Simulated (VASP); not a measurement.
# AlN (F-43m) in VASP: further runs

Runs on AlN. Level: PBEsol. Tasks: single point.

Everything below comes from runs of VASP 6.6.1. Logs are shortened: lines on timing, memory, paths and dates and some standing lists are left out, and cuts for length are marked.

## Step 1: The cell of the first run

It takes space group F-43m (No. 216, cubic). Conventional cell: a = 4.370 Å, b = 4.370 Å, c = 4.370 Å, α = 90.00°, β = 90.00°, γ = 90.00°. Al (site symmetry -43m) has 4 N at 1.89 Å within 2.5 Å. N (site symmetry -43m) has 4 Al at 1.89 Å within 2.5 Å.

## Step 2: Single point, PBEsol

File INCAR:

```
SYSTEM = AlN
PREC = Accurate
ENCUT = 600
EDIFF = 1E-6
ISMEAR = -5
SIGMA = 0.1
LREAL = .FALSE.
LASPH = .TRUE.
NELM = 120
ALGO = Normal
ISIF = 2
LWAVE = .FALSE.
LCHARG = .TRUE.
GGA = PS
LELF = .TRUE.
LVHAR = .TRUE.
NBANDS = 11
GGA_COMPAT = .FALSE.
```

File KPOINTS:

```
regular mesh
0
G
  8 8 8
  0 0 0
```

File POSCAR:

```
AlN
1.0
    0.0000000000      2.1848764208      2.1848764208
    2.1848764208      0.0000000000      2.1848764208
    2.1848764208      2.1848764208      0.0000000000
Al N
1 1
Direct
    0.0000000000      0.0000000000      0.0000000000
    0.2500000000      0.2500000000      0.2500000000
```

Potentials or basis: VASP PAW PBE potentials, release 64 (Al, N).

Command:

```
$ cat potpaw_PBE.64/Al/POTCAR potpaw_PBE.64/N/POTCAR > POTCAR
$ mpirun -np 1 vasp_std > vasp.out
```

OUTCAR:

```text
SYSTEM = AlN
   PREC = Accurate
   ENCUT = 600
   EDIFF = 1E-6
   ISMEAR = -5
   LREAL = .FALSE.
   LASPH = .TRUE.
   NELM = 120
   ISIF = 2
   GGA = PS

 ion  position               nearest neighbor table
   1  0.000  0.000  0.000-   2 1.89   2 1.89   2 1.89   2 1.89
   2  0.250  0.250  0.250-   1 1.89   1 1.89   1 1.89   1 1.89

  LATTYP: Found a face centered cubic cell.
 ALAT       =     4.3697528416

  Lattice vectors:

 A1 = (   0.0000000000,   2.1848764208,   2.1848764208)
 A2 = (   2.1848764208,   0.0000000000,   2.1848764208)
 A3 = (   2.1848764208,   2.1848764208,   0.0000000000)

Analysis of symmetry for initial positions (statically):
=====================================================================
 Subroutine PRICEL returns:
 Original cell was already a primitive cell.

 Routine SETGRP: Setting up the symmetry group for a
 face centered cubic supercell.

 Subroutine GETGRP returns: Found 24 space group operations
 (whereof 24 operations were pure point group operations)
 out of a pool of 48 trial point group operations.

The static configuration has the point symmetry T_d .

Analysis of symmetry for dynamics (positions and initial velocities):
=====================================================================
 Subroutine PRICEL returns:
 Original cell was already a primitive cell.

 Routine SETGRP: Setting up the symmetry group for a
 face centered cubic supercell.

 Subroutine GETGRP returns: Found 24 space group operations
 (whereof 24 operations were pure point group operations)
 out of a pool of 48 trial point group operations.

The dynamic configuration has the point symmetry T_d .

 Subroutine INISYM returns: Found 24 space group operations
 (whereof 24 operations are pure point group operations),
 and found     1 'primitive' translations

----------------------------------------------------------------------------------------

                                     Primitive cell

  volume of cell :      20.8598

  direct lattice vectors                    reciprocal lattice vectors
     0.000000000  2.184876421  2.184876421    -0.228845895  0.228845895  0.228845895
     2.184876421  0.000000000  2.184876421     0.228845895 -0.228845895  0.228845895
     2.184876421  2.184876421  0.000000000     0.228845895  0.228845895 -0.228845895

  length of vectors
     3.089881866  3.089881866  3.089881866     0.396372717  0.396372717  0.396372717

  position of ions in fractional coordinates (direct lattice)
     0.000000000  0.000000000  0.000000000
     0.250000000  0.250000000  0.250000000

  ion indices of the primitive-cell ions
   primitive index   ion index
                 1           1
                 2           2

----------------------------------------------------------------------------------------

 KPOINTS: regular mesh

Automatic generation of k-mesh.
 Grid dimensions read from file:
 generate k-points for:    8    8    8

 Generating k-lattice:

  Cartesian coordinates                     Fractional coordinates (reciprocal lattice)
    -0.028605737  0.028605737  0.028605737     0.125000000  0.000000000  0.000000000
     0.028605737 -0.028605737  0.028605737     0.000000000  0.125000000  0.000000000
     0.028605737  0.028605737 -0.028605737     0.000000000  0.000000000  0.125000000

  Length of vectors
     0.049546590  0.049546590  0.049546590

  Shift w.r.t. Gamma in fractional coordinates (k-lattice)
     0.000000000  0.000000000  0.000000000

 TETIRR: Found     76 inequivalent tetrahedra from     3072

 Subroutine IBZKPT returns following result:
 ===========================================

 Found     29 irreducible k-points:

 Following reciprocal coordinates:
            Coordinates               Weight
  0.000000  0.000000  0.000000      1.000000
  0.125000  0.000000  0.000000      8.000000
  0.250000  0.000000  0.000000      8.000000
  0.375000  0.000000  0.000000      8.000000
  0.500000  0.000000  0.000000      4.000000
  0.125000  0.125000  0.000000      6.000000
[... 16 lines left out ...]
  0.500000  0.250000  0.125000     48.000000
 -0.375000  0.250000  0.125000     24.000000
 [... further k-points ...]
   k-points           NKPTS =     29   k-points in BZ     NKDIM =     29   number of bands    NBANDS=     11
   number of dos      NEDOS =    301   number of ions     NIONS =      2
   total plane-waves  NPLWV =  21952
   dimension x,y,z NGX =    28 NGY =   28 NGZ =   28
   dimension x,y,z NGXF=    56 NGYF=   56 NGZF=   56
   ions per type =               1   1
   NGX,Y,Z   is equivalent  to a cutoff of  15.06, 15.06, 15.06 a.u.
   NGXF,Y,Z  is equivalent  to a cutoff of  30.13, 30.13, 30.13 a.u.
 SYSTEM =  AlN
   PREC   = accura    normal or accurate (medium, high low for compatibility)
   ISTART =      0    job   : 0-new  1-cont  2-samecut
   ICHARG =      2    charge: 1-file 2-atom 10-const
   ISPIN  =      1    spin polarized calculation?
   LNONCOLLINEAR =      F non collinear calculations
   LSORBIT =      F    spin-orbit coupling
   LASPH  =      T    aspherical Exc in radial PAW
   ENCUT  =  600.0 eV  44.10 Ry    6.64 a.u.   6.17  6.17  6.17*2*pi/ulx,y,z
   NELM   =    120;   NELMIN=  2; NELMDL= -5     # of ELM steps
   EDIFF  = 0.1E-05   stopping-criterion for ELM
   LREAL  =      F    real-space projection
   EDIFFG = 0.1E-04   stopping-criterion for IOM
   NSW    =      0    number of steps for IOM
   IBRION =     -1    ionic relax: 0-MD 1-quasi-New 2-CG
   NFREE  =      0    steps in history (QN), initial steepest desc. (CG)
   ISIF   =      2    stress and relaxation
   ISYM   =      2    0-nonsym 1-usesym 2-fastsym
   POTIM  = 0.5000    time-step for ionic-motion
   TEBEG  =    0.0;   TEEND  =   0.0 temperature during run
   PSTRESS=    0.0 pullay stress
   NELECT =       8.0000    total number of electrons
   NUPDOWN=      -1.0000    fix difference up-down
   EMIN   =  10.00;   EMAX   =-10.00  energy-range for DOS
   EFERMI =   0.00;   METHOD = LEGACY
   ISMEAR =    -5;   SIGMA  =   0.10  broadening in eV -4-tet -1-fermi 0-gaus
   EFERMI_NEDOS =   21; number of points for ismear=-14 and -15
   IALGO  =     38    algorithm
   IMIX   =      4    mixing-type and parameters
     AMIX     =   0.40;   BMIX     =  1.00
     AMIX_MAG =   1.60;   BMIX_MAG =  1.00
  volume/ion in A,a.u.               =      10.43        70.38
  Fermi-wavevector in a.u.,A,eV,Ry     =   1.189418  2.247675 19.248378  1.414716
  Thomas-Fermi vector in A             =   2.325526
   LORBIT       =      0    0 simple, 1 ext, 2 COOP (PROOUT), +10 PAW based schemes
   GGA     = PS    functional components
   LHFCALC =     F    Hartree Fock is set to
   AEXX    =    0.0000 exact exchange contribution
   IVDW    =     0    specifies the selected vdW correction
   LEPSILON=     F    determine dielectric tensor
   LRPA    =     F    only Hartree local field effects (RPA)
 non-spin polarized calculation
 Fermi weights with tetrahedron method with Bloechl corrections
  energy-cutoff  :      600.00
  volume of cell :       20.86
 maximum number of plane-waves:       725
 NGX is ok and might be reduce to    28
   NGX = 13   NGY = 13   NGZ = 13

 number of electron       7.9999999 magnetization

 Free energy of the ion-electron system (eV)
  ---------------------------------------------------
  ext. energy  EPLUGINS =         0.00000000
  ---------------------------------------------------
  free energy    TOTEN  =       -15.61243509 eV

  energy without entropy =      -15.61243509  energy(sigma->0) =      -15.61243509

 E-fermi :   5.9272     XC(G=0): -11.1243

 val. band max:        5.8666273094   @ k =   0.0000   0.0000   0.0000
 cond. band min:       9.0528134434   @ k =   0.5000   0.5000   0.0000
 fundamental gap:      3.1861861341
 Fermi energy:         5.9271591151

 k-point     1 :       0.0000    0.0000    0.0000
  band No.  band energies     occupation
      1      -9.0853      2.00000
      2       5.8666      2.00000
      3       5.8666      2.00000
      4       5.8666      2.00000
      5       9.9887      0.00000
      6      18.3233      0.00000
      7      18.3233      0.00000
      8      18.3233      0.00000
      9      23.4440      0.00000
     10      23.4440      0.00000
     11      24.7940      0.00000

 k-point     2 :       0.1250    0.0000    0.0000
  band No.  band energies     occupation
      1      -8.8558      2.00000
      2       4.6749      2.00000
      3       5.7877      2.00000
      4       5.7877      2.00000
      5      10.9345      0.00000
      6      17.7470      0.00000
      7      18.4958      0.00000
      8      18.4958      0.00000
      9      21.8856      0.00000
     10      21.8856      0.00000
     11      23.7238      0.00000

 k-point     3 :       0.2500    0.0000    0.0000
  band No.  band energies     occupation
      1      -8.2249      2.00000
      2       2.5800      2.00000
      3       5.6098      2.00000
      4       5.6098      2.00000
      5      12.2424      0.00000
      6      16.7296      0.00000
      7      18.0817      0.00000
      8      18.0817      0.00000
      9      22.0156      0.00000
     10      22.0156      0.00000
     11      22.9274      0.00000

 k-point     4 :       0.3750    0.0000    0.0000
  band No.  band energies     occupation
      1      -7.4239      2.00000
      2       0.7432      2.00000
      3       5.4478      2.00000
      4       5.4478      2.00000
      5      12.9493      0.00000
      6      15.9382      0.00000
      7      17.2338      0.00000
      8      17.2338      0.00000
      9      23.2260      0.00000
     10      24.0447      0.00000
     11      24.0447      0.00000
[... 239 lines left out ...]
 k-point    22 :       0.3750    0.2500    0.1250
  band No.  band energies     occupation
      1      -7.7170      2.00000
      2       2.2764      2.00000
      3       4.3744      2.00000
      4       5.2597      2.00000
      5      12.5813      0.00000
      6      16.2843      0.00000
      7      16.6010      0.00000
      8      19.0384      0.00000
      9      20.3979      0.00000
     10      24.8548      0.00000
     11      27.3527      0.00000

 k-point    23 :       0.5000    0.2500    0.1250
  band No.  band energies     occupation
      1      -7.0253      2.00000
      2       1.2053      2.00000
      3       3.7771      2.00000
      4       4.9274      2.00000
      5      12.8022      0.00000
      6      15.3932      0.00000
      7      17.2992      0.00000
      8      18.6401      0.00000
      9      21.7835      0.00000
     10      25.3758      0.00000
     11      27.4852      0.00000

 k-point    24 :      -0.3750    0.2500    0.1250
  band No.  band energies     occupation
      1      -6.6800      2.00000
      2       0.6773      2.00000
      3       3.6221      2.00000
      4       4.7383      2.00000
      5      12.8530      0.00000
      6      15.0112      0.00000
      7      17.9320      0.00000
      8      18.4465      0.00000
      9      22.9174      0.00000
     10      24.4967      0.00000
     11      27.7477      0.00000

 [... further k-points ...]
[... 5 lines left out ...]
  --------------------------------------------------------------------------------------
  -------------------------------------------------------------------------------------
  Total        0.1211206      0.1211206      0.1211206      0.0000000      0.0000000     -0.0000000
  in kB        9.3028879      9.3028879      9.3028879      0.0000000      0.0000000     -0.0000000
  external PRESSURE =       9.3028879 kB  Pullay stress =       0.0000000 kB

 VOLUME and BASIS-vectors are now :
 -----------------------------------------------------------------------------
  energy-cutoff  :      600.00
  volume of cell :       20.86
      direct lattice vectors                 reciprocal lattice vectors
     0.000000000  2.184876421  2.184876421    -0.228845895  0.228845895  0.228845895
     2.184876421  0.000000000  2.184876421     0.228845895 -0.228845895  0.228845895
     2.184876421  2.184876421  0.000000000     0.228845895  0.228845895 -0.228845895

 POSITION                                       TOTAL-FORCE (eV/Angst)
 -----------------------------------------------------------------------------------
      0.00000      0.00000      0.00000        -0.000000      0.000000      0.000000
      1.09244      1.09244      1.09244         0.000000     -0.000000     -0.000000
 -----------------------------------------------------------------------------------
    total drift:                                0.000000      0.000000      0.000000

  FREE ENERGIE OF THE ION-ELECTRON SYSTEM (eV)
  ---------------------------------------------------
  free  energy   TOTEN  =       -15.6124350871 eV

  energy  without entropy=      -15.6124350871  energy(sigma->0) =      -15.61243509
```

Wall time 14 s (1 thread of Intel Xeon 8259CL, shared host); peak memory 0.15 GiB.

Results:

* Free energy: -15.6124 eV
* Pressure: 0.9 GPa
* Band gap on the k mesh: 3.19 eV, indirect (least direct gap 4.12 eV)

Caveat: the PAW data sets were made with another functional, which shifts forces and pressure a little. As with any semilocal functional, this PBEsol gap is likely too small.

## Step 3: Single point, PBEsol

File INCAR:

```
PREC     = Accurate       # precision mode
ENCUT    = 600            # plane-wave cutoff, eV
EDIFF    = 1E-6           # SCF threshold, eV
ISMEAR   = 1              # smearing method
SIGMA    = 0.2            # smearing width, eV
LREAL    = False          # projectors in reciprocal space
LASPH    = True           # aspherical terms in the spheres
NELM     = 120            # most SCF steps
ALGO     = Normal         # electronic algorithm
ISIF     = 2              # what is computed and relaxed
LWAVE    = False          # write WAVECAR
LCHARG   = True           # write CHGCAR
GGA      = PS             # functional
LELF     = True           # ELF
LVHAR    = True         
NBANDS   = 11             # bands
GGA_COMPAT= False
```

File KPOINTS:

```
Automatic mesh
0
Gamma
  8 8 8
```

POSCAR is that of step 2.

Potentials or basis: VASP PAW PBE potentials, release 64 (Al, N).

Command:

```
$ cat potpaw_PBE.64/Al/POTCAR potpaw_PBE.64/N/POTCAR > POTCAR
$ mpirun -np 1 vasp_std > vasp.out
```

It took 16 s on 1 thread of Intel Xeon 8259CL, shared host; peak memory 0.15 GiB.

Results (log left out):

```yaml
Free_energy: -15.6116 eV
Pressure: 0.9 GPa
Band_gap_on_the_k_mesh: 3.19 eV, indirect (least direct gap 4.12 eV)
```

Levels at points of the mesh, in eV from the valence-band top:
```csv
k point,band 1,band 2,band 3,band 4,band 5,band 6,band 7,band 8,band 9
"(0.00, 0.00, 0.00)",-14.95,0.00,0.00,0.00,4.12,12.46,12.46,12.46,17.58
"(0.50, 0.00, 0.00)",-12.87,-5.91,-0.48,-0.48,7.28,9.76,11.03,11.03,17.81
"(0.50, 0.50, 0.00)",-12.23,-4.94,-1.79,-1.79,3.19,8.47,13.86,15.61,15.61
```

Caveat: the PAW data sets were made with another functional, which shifts forces and pressure a little. A k mesh can miss the band edges.

## Step 4: Single point, PBEsol

File INCAR:

```
SYSTEM = AlN
PREC     = Accurate       ! precision mode
ENCUT    = 600            ! plane-wave cutoff, eV
EDIFF    = 1E-6           ! SCF threshold, eV
ISMEAR   = 0              ! smearing method
SIGMA    = 0.01           ! smearing width, eV
LREAL    = .False.        ! projectors in reciprocal space
LASPH    = .True.         ! aspherical terms in the spheres
NELM     = 120            ! most SCF steps
ALGO     = Normal         ! electronic algorithm
ISIF     = 2              ! what is computed and relaxed
LWAVE    = .False.        ! write WAVECAR
LCHARG   = .True.         ! write CHGCAR
GGA      = PS             ! functional
LELF     = .True.         ! ELF
LVHAR    = .True.       
NBANDS   = 11             ! bands
GGA_COMPAT= .False.
```

File KPOINTS:

```
regular mesh
0
Gamma
  8 8 8
  0 0 0
```

POSCAR is that of step 3.

Command:

```
$ cat potpaw_PBE.64/Al/POTCAR potpaw_PBE.64/N/POTCAR > POTCAR
$ mpirun -np 1 vasp_std > vasp.out
```

Wall time 18 s (1 thread of Intel Xeon 8259CL, shared host); peak memory 0.15 GiB.

The run converged. Its results:

| Item | Value |
| --- | --- |
| Free energy | -15.6124 eV |
| Pressure | 0.9 GPa |
| Band gap on the k mesh | 3.19 eV, indirect (least direct gap 4.12 eV) |

Levels at points of the mesh, in eV from the valence-band top:
```tsv
k point	band 1	band 2	band 3	band 4	band 5	band 6	band 7	band 8
(0.00, 0.00, 0.00)	-14.95	0.00	0.00	0.00	4.12	12.46	12.46	12.46
(0.50, 0.00, 0.00)	-12.87	-5.91	-0.48	-0.48	7.28	9.76	11.03	11.03
(0.50, 0.50, 0.00)	-12.23	-4.94	-1.79	-1.79	3.19	8.47	13.86	15.61
```

Caveat: the PAW data sets were made with another functional, which shifts forces and pressure a little.

## Step 5: Summary

```tsv
smearing	gap on the mesh (eV)	pressure (GPa)
tetrahedron	3.19	0.9
methfessel-paxton 0.2 eV	3.19	0.9
gaussian 0.01 eV	3.19	0.9
```

Alike in all rows: task single point; level PBEsol; potentials or basis VASP PAW PBE potentials, release 64 (Al, N); no spin polarisation; cell as given; k mesh 8 × 8 × 8; cutoff (eV) 600.

On the cell as given the gap runs from 3.19 eV (PBEsol) to 3.19 eV (PBEsol).

Caveats: the PAW data sets were made with another functional, which shifts forces and pressure a little.

Total energies depend on the potentials used, so only differences within one code and one set of settings carry meaning.
